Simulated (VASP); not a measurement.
# Ni (Im-3m) in VASP: relaxation of cell and atoms with r2SCAN+D4

Aim: the relaxation of cell and atoms of Ni with r2SCAN+D4.

Everything below comes from runs of VASP 6.6.1. Logs are shortened: lines on timing, memory, paths and dates and some standing lists are left out, and cuts for length are marked.

**1. The cell of the first run**

It takes space group Im-3m (No. 229, cubic). Conventional cell: a = 2.767 Å, b = 2.767 Å, c = 2.767 Å, α = 90.00°, β = 90.00°, γ = 90.00°. Ni (site symmetry m-3m) has 14 Ni at 2.40 to 2.77 Å within 3.2 Å.

This isn't the form of Ni at room conditions, which is fcc.

**2. Relaxation of cell and atoms, r2SCAN+D4, collinear spin, ferromagnetic start**

File POSCAR:

```
Ni
1.0
    2.3966650188     -0.0000000133     -0.0000000230
   -0.7988883271      2.2595974538     -0.0000000230
   -0.7988883271     -1.1297986937      1.9568688164
Ni
1
Direct
    0.0000000000      0.0000000000      0.0000000000
```

File INCAR.step1:

```
SYSTEM = Ni
  PREC = Accurate
  ENCUT = 600
  ISMEAR = -1
  SIGMA = 0.05
  LREAL = .FALSE.
  LASPH = .TRUE.
  NELM = 150
  ISPIN = 2
  MAGMOM = 1.5
  LMAXMIX = 4
  GGA = PE
  ALGO = Normal
  EDIFF = 1E-4
  LWAVE = .TRUE.
  LCHARG = .FALSE.
```

File INCAR.step2:

```
SYSTEM = Ni
  PREC = Accurate
  ENCUT = 600
  EDIFF = 1E-6
  ISMEAR = -1
  SIGMA = 0.05
  LREAL = .FALSE.
  LASPH = .TRUE.
  NELM = 150
  ALGO = Normal
  ISIF = 3
  LWAVE = .FALSE.
  LCHARG = .FALSE.
  ISPIN = 2
  MAGMOM = 1.5
  LORBIT = 11
  LMAXMIX = 4
  METAGGA = R2SCAN
  LMIXTAU = .TRUE.
  IVDW = 13
  VDW_S6 = 1.0
  VDW_S8 = 0.6018749
  VDW_A1 = 0.51559235
  VDW_A2 = 5.77342911
  IBRION = 2
  NSW = 80
  EDIFFG = -0.01
  ISTART = 1
```

File KPOINTS:

```
regular mesh
0
G
  17 17 17
  0 0 0
```

Potentials or basis: VASP PAW PBE potentials, release 64 (Ni).

Command:

```
$ cat potpaw_PBE.64/Ni/POTCAR > POTCAR
$ cp INCAR.step1 INCAR
$ mpirun -np 1 vasp_std > vasp.out
$ cp INCAR.step2 INCAR
$ mpirun -np 1 vasp_std > vasp.out
```

OUTCAR:

```text
SYSTEM = Ni
   PREC = Accurate
   ENCUT = 600
   EDIFF = 1E-6
   ISMEAR = -1
   LREAL = .FALSE.
   LASPH = .TRUE.
   NELM = 150
   ISIF = 3
   ISPIN = 2
   LORBIT = 11
   METAGGA = R2SCAN
   IVDW = 13
   IBRION = 2
   NSW = 80
   EDIFFG = -0.01
   ISTART = 1

 ion  position               nearest neighbor table
   1  0.000  0.000  0.000-

  LATTYP: Found a body centered cubic cell.
 ALAT       =     2.7674303875

  Lattice vectors:

 A1 = (   2.3966650188,  -0.0000000133,  -0.0000000230)
 A2 = (  -0.7988883271,   2.2595974538,  -0.0000000230)
 A3 = (  -0.7988883271,  -1.1297986937,   1.9568688164)

Analysis of symmetry for initial positions (statically):
=====================================================================
 Subroutine PRICEL returns:
 Original cell was already a primitive cell.

 Routine SETGRP: Setting up the symmetry group for a
 body centered cubic supercell.

 Subroutine GETGRP returns: Found 48 space group operations
 (whereof 48 operations were pure point group operations)
 out of a pool of 48 trial point group operations.

The static configuration has the point symmetry O_h .

Analysis of symmetry for dynamics (positions and initial velocities):
=====================================================================
 Subroutine PRICEL returns:
 Original cell was already a primitive cell.

 Routine SETGRP: Setting up the symmetry group for a
 body centered cubic supercell.

 Subroutine GETGRP returns: Found 48 space group operations
 (whereof 48 operations were pure point group operations)
 out of a pool of 48 trial point group operations.

The dynamic configuration has the point symmetry O_h .

Analysis of structural, dynamic, and magnetic symmetry:
=====================================================================
 Subroutine PRICEL returns:
 Original cell was already a primitive cell.

 Routine SETGRP: Setting up the symmetry group for a
 body centered cubic supercell.

 Subroutine GETGRP returns: Found 48 space group operations
 (whereof 48 operations were pure point group operations)
 out of a pool of 48 trial point group operations.

The overall configuration has the point symmetry O_h .

 Subroutine INISYM returns: Found 48 space group operations
 (whereof 48 operations are pure point group operations),
 and found     1 'primitive' translations

----------------------------------------------------------------------------------------

                                     Primitive cell

  volume of cell :      10.5974

  direct lattice vectors                    reciprocal lattice vectors
     2.396665019 -0.000000013 -0.000000023     0.417246465  0.147518903  0.255510226
    -0.798888327  2.259597454 -0.000000023     0.000000005  0.442556708  0.255510226
    -0.798888327 -1.129798694  1.956868816     0.000000005  0.000000007  0.511020465

  length of vectors
     2.396665019  2.396665019  2.396665019     0.511020465  0.511020465  0.511020465

  position of ions in fractional coordinates (direct lattice)
     0.000000000  0.000000000  0.000000000

  ion indices of the primitive-cell ions
   primitive index   ion index
                 1           1

----------------------------------------------------------------------------------------

 KPOINTS: regular mesh

Automatic generation of k-mesh.
 Grid dimensions read from file:
 generate k-points for:   17   17   17

 Generating k-lattice:

  Cartesian coordinates                     Fractional coordinates (reciprocal lattice)
     0.024543910  0.008677583  0.015030013     0.058823529  0.000000000  0.000000000
     0.000000000  0.026032748  0.015030013    -0.000000000  0.058823529  0.000000000
     0.000000000  0.000000000  0.030060027    -0.000000000 -0.000000000  0.058823529

  Length of vectors
     0.030060027  0.030060027  0.030060027

  Shift w.r.t. Gamma in fractional coordinates (k-lattice)
     0.000000000  0.000000000  0.000000000

 Subroutine IBZKPT returns following result:
 ===========================================

 Found    165 irreducible k-points:

 Following reciprocal coordinates:
            Coordinates               Weight
  0.000000  0.000000  0.000000      1.000000
  0.058824  0.000000  0.000000     12.000000
  0.117647  0.000000  0.000000     12.000000
  0.176471  0.000000  0.000000     12.000000
  0.235294  0.000000  0.000000     12.000000
  0.294118  0.000000  0.000000     12.000000
[... 16 lines left out ...]
  0.411765  0.117647  0.000000     48.000000
  0.176471  0.176471  0.000000     24.000000
 [... further k-points ...]
   k-points           NKPTS =    165   k-points in BZ     NKDIM =    165   number of bands    NBANDS=     10
   number of dos      NEDOS =    301   number of ions     NIONS =      1
   total plane-waves  NPLWV =   8000
   dimension x,y,z NGX =    20 NGY =   20 NGZ =   20
   dimension x,y,z NGXF=    40 NGYF=   40 NGZF=   40
   ions per type =               1
   NGX,Y,Z   is equivalent  to a cutoff of  13.87, 13.87, 13.87 a.u.
   NGXF,Y,Z  is equivalent  to a cutoff of  27.75, 27.75, 27.75 a.u.
 SYSTEM =  Ni
   PREC   = accura    normal or accurate (medium, high low for compatibility)
   ISTART =      1    job   : 0-new  1-cont  2-samecut
   ICHARG =      0    charge: 1-file 2-atom 10-const
   ISPIN  =      2    spin polarized calculation?
   LNONCOLLINEAR =      F non collinear calculations
   LSORBIT =      F    spin-orbit coupling
   LASPH  =      T    aspherical Exc in radial PAW
   ENCUT  =  600.0 eV  44.10 Ry    6.64 a.u.   4.79  4.79  4.79*2*pi/ulx,y,z
   NELM   =    150;   NELMIN=  2; NELMDL=  0     # of ELM steps
   EDIFF  = 0.1E-05   stopping-criterion for ELM
   LREAL  =      F    real-space projection
   EDIFFG = -.1E-01   stopping-criterion for IOM
   NSW    =     80    number of steps for IOM
   IBRION =      2    ionic relax: 0-MD 1-quasi-New 2-CG
   NFREE  =      1    steps in history (QN), initial steepest desc. (CG)
   ISIF   =      3    stress and relaxation
   ISYM   =      2    0-nonsym 1-usesym 2-fastsym
   POTIM  = 0.5000    time-step for ionic-motion
   TEBEG  =    0.0;   TEEND  =   0.0 temperature during run
   PSTRESS=    0.0 pullay stress
   NELECT =      10.0000    total number of electrons
   NUPDOWN=      -1.0000    fix difference up-down
   EMIN   =  10.00;   EMAX   =-10.00  energy-range for DOS
   EFERMI =   0.00;   METHOD = LEGACY
   ISMEAR =    -1;   SIGMA  =   0.05  broadening in eV -4-tet -1-fermi 0-gaus
   EFERMI_NEDOS =   21; number of points for ismear=-14 and -15
   IALGO  =     38    algorithm
   IMIX   =      4    mixing-type and parameters
     AMIX     =   0.40;   BMIX     =  1.00
     AMIX_MAG =   1.60;   BMIX_MAG =  1.00
  volume/ion in A,a.u.               =      10.60        71.51
  Fermi-wavevector in a.u.,A,eV,Ry     =   1.605738  3.034406 35.081204  2.578396
  Thomas-Fermi vector in A             =   2.702037
   LORBIT       =     11    0 simple, 1 ext, 2 COOP (PROOUT), +10 PAW based schemes
   METAGGA = R2SCAN    functional components
   LHFCALC =     F    Hartree Fock is set to
   AEXX    =    0.0000 exact exchange contribution
   IVDW    =    13    specifies the selected vdW correction
   LEPSILON=     F    determine dielectric tensor
   LRPA    =     F    only Hartree local field effects (RPA)
 conjugate gradient relaxation of ions
 spin polarized calculation
  energy-cutoff  :      600.00
  volume of cell :       10.60
 maximum number of plane-waves:       370
   NGX =  9   NGY =  9   NGZ =  9

--------------------------------------- Ionic step        1  -------------------------------------------

 number of electron      10.0000001 magnetization       0.6446078

 Free energy of the ion-electron system (eV)
  ---------------------------------------------------
  ext. energy  EPLUGINS =         0.00000000
  ---------------------------------------------------
  free energy    TOTEN  =       -11.83656885 eV

  energy without entropy =      -11.82725112  energy(sigma->0) =      -11.83190999

------------------------ aborting loop because EDIFF is reached ----------------------------------------

  DFT-D4 for vdW energy calculation

  Edisp (eV):   -0.15987

  FORCE on cell =-STRESS in cart. coord.  units (eV):
  Direction    XX          YY          ZZ          XY          YZ          ZX
  --------------------------------------------------------------------------------------
  -------------------------------------------------------------------------------------
  Total      -0.13374    -0.13374    -0.13374     0.00000     0.00000     0.00000
  in kB     -20.21919   -20.21919   -20.21919     0.00000     0.00000     0.00000
  external pressure =      -20.22 kB  Pullay stress =        0.00 kB
[... 59 lines left out ...]
  energy  without entropy=      -11.9871123180  energy(sigma->0) =      -11.99170910

--------------------------------------- Ionic step        3  -------------------------------------------

 number of electron      10.0000004 magnetization       0.6413893

 Free energy of the ion-electron system (eV)
  ---------------------------------------------------
  ext. energy  EPLUGINS =         0.00000000
  ---------------------------------------------------
  free energy    TOTEN  =       -11.83595363 eV

  energy without entropy =      -11.82669410  energy(sigma->0) =      -11.83132387

 E-fermi :   9.6072     XC(G=0): -14.6067

 val. band max:        9.5913228170   @ k =  -0.2941   0.2941   0.1176
 cond. band min:       9.6122464176   @ k =  -0.4706   0.4706   0.3529
 fundamental gap:      0.0209236006
 Fermi energy:         9.6071881021

 spin component 1

 k-point     1 :       0.0000    0.0000    0.0000
  band No.  band energies     occupation
      1       0.1506      1.00000
      2       6.8787      1.00000
      3       6.8788      1.00000
      4       6.8788      1.00000
      5       8.4481      1.00000
      6       8.4481      1.00000
      7      37.4770      0.00000
      8      37.4770      0.00000
      9      37.4770      0.00000
     10      42.7478      0.00000
[... 287 lines left out ...]
 k-point    24 :       0.1765    0.1765    0.0000
  band No.  band energies     occupation
      1       3.6672      1.00000
      2       6.3750      1.00000
      3       6.4200      1.00000
      4       8.1008      1.00000
      5       8.5272      1.00000
      6       8.8599      1.00000
      7      25.7012      0.00000
      8      26.6917      0.00000
      9      32.7384      0.00000
     10      37.7787      0.00000

 [... further k-points ...]

 spin component 2

 k-point     1 :       0.0000    0.0000    0.0000
  band No.  band energies     occupation
      1      -0.0302      1.00000
      2       8.0303      1.00000
      3       8.0303      1.00000
      4       8.0304      1.00000
      5       9.1012      0.99996
      6       9.1012      0.99996
      7      37.4494      0.00000
      8      37.4494      0.00000
      9      37.4495      0.00000
     10      42.7431      0.00000
[... 331 lines left out ...]
  FREE ENERGIE OF THE ION-ELECTRON SYSTEM (eV)
  ---------------------------------------------------
  free  energy   TOTEN  =       -11.9970480620 eV

  energy  without entropy=      -11.9877885282  energy(sigma->0) =      -11.99241830

 reached required accuracy - stopping structural energy minimisation

 total charge

# of ion       s       p       d       tot
------------------------------------------
    1        0.521   0.535   8.360   9.416

 magnetization (x)

# of ion       s       p       d       tot
------------------------------------------
    1       -0.007  -0.030   0.693   0.656
```

Run time: 5.7 min. Hardware: 1 thread of Intel Xeon 8259CL, shared host; peak memory 0.17 GiB.

Results:

| Quantity | Value |
| --- | --- |
| Free energy | -11.9970 eV |
| Relaxed volume | 10.50 Å³/atom |
| Relaxed cell | a = 2.389 Å, b = 2.389 Å, c = 2.389 Å, α = 109.47°, β = 109.47°, γ = 109.47° |
| Space group after relaxing (to 0.1 Å) | Im-3m (No. 229) |
| Energy gained by relaxing | 0.6 meV/atom |
| Ionic steps | 3 |
| Pressure after relaxing | -0.1 GPa |
| Net moment | 0.64 μB per cell |
| Site moments | Ni +0.66 μB |
| Valence electrons inside the program's atomic spheres | Ni 9.42 |
| Dispersion energy per atom | -0.161 eV |

The path:
| step | energy change (eV) | largest force (eV/Å) | pressure (GPa) | volume (Å³) |
| --- | --- | --- | --- | --- |
| 1 | 0.0000 | 0.0000 | -2.02 | 10.60 |
| 2 | 0.0001 | 0.0000 | 2.22 | 10.39 |
| 3 | -0.0006 | 0.0000 | -0.09 | 10.50 |

Final structure:
```cif
data_structure
_symmetry_space_group_name_H-M 'P 1'
_symmetry_Int_Tables_number 1
_cell_length_a 2.3894
_cell_length_b 2.3894
_cell_length_c 2.3894
_cell_angle_alpha 109.471
_cell_angle_beta 109.471
_cell_angle_gamma 109.471
_cell_volume 10.50
loop_
_atom_site_label
_atom_site_type_symbol
_atom_site_fract_x
_atom_site_fract_y
_atom_site_fract_z
_atom_site_occupancy
Ni1 Ni 0.00000 0.00000 0.00000 1
```

Levels at points of the mesh, in eV from the Fermi level:
Spin up:
| k point | band 3 | band 4 | band 5 | band 6 | band 7 | band 8 |
| --- | --- | --- | --- | --- | --- | --- |
| (0.00, 0.00, 0.00) | -2.73 | -2.73 | -1.16 | -1.16 | 27.87 | 27.87 |
Spin down:
```csv
k point,band 2,band 3,band 4,band 5,band 6,band 7,band 8,band 9
"(0.00, 0.00, 0.00)",-1.58,-1.58,-1.58,-0.51,-0.51,27.84,27.84,27.84
```

Caveat: the PAW data sets were made with another functional, which shifts forces and pressure a little.
